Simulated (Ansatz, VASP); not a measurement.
# HfO2: VASP beside Ansatz

```
Hf O
1.0
     0.00000    2.55750    2.55750
     2.55750    0.00000    2.55750
     2.55750    2.55750    0.00000
Hf O
1 2
Direct
  0.99646 0.99646 0.99646
  0.26975 0.26975 0.26975
  0.76975 0.76975 0.76975
```

Change from the starting cell: mode 4 (202.9 1/cm) frozen in, largest displacement +0.175 Å.

Alike in both runs: task single point; functional r2SCAN; k mesh 8 × 8 × 8; occupations gaussian, width 0.05 eV; no spin polarisation.

|  | VASP | Ansatz |
| --- | --- | --- |
| version | VASP 6.6.1 | Ansatz 0.2.0 |
| potentials or method | VASP PAW PBE potentials, release 64 (Hf_pv, O), cutoff 520 eV | scalar-relativistic, plane waves, PAW |
| valence electrons in the cell | 22 | 38 |

|  | VASP | Ansatz | Ansatz less VASP |
| --- | --- | --- | --- |
| gap on the k mesh at the Fermi level (eV) | 4.32 | 4.34 | +0.016 |
| least direct gap on the mesh (eV) | 4.32 | 4.34 | +0.016 |
| pressure (GPa) | -7.5 | -4.0 | +3.53 |
| traceless stress, the component that is largest in VASP (GPa) | 2.54 | 2.56 | +0.025 |
| rms of the force components (eV/Å) | 0.542 | 0.572 | +0.0307 |

VASP's potentials were made for PBE, not for r2SCAN. Atom by atom the forces differ by 0.032 eV/Å (rms over components). With one functional, cell and mesh, what is left measures potentials, basis and numerics. VASP's potentials hold 22 valence electrons a cell and Ansatz's 38, so a difference there can come from the potentials and not from the codes.

Neither program's run includes spin-orbit coupling.
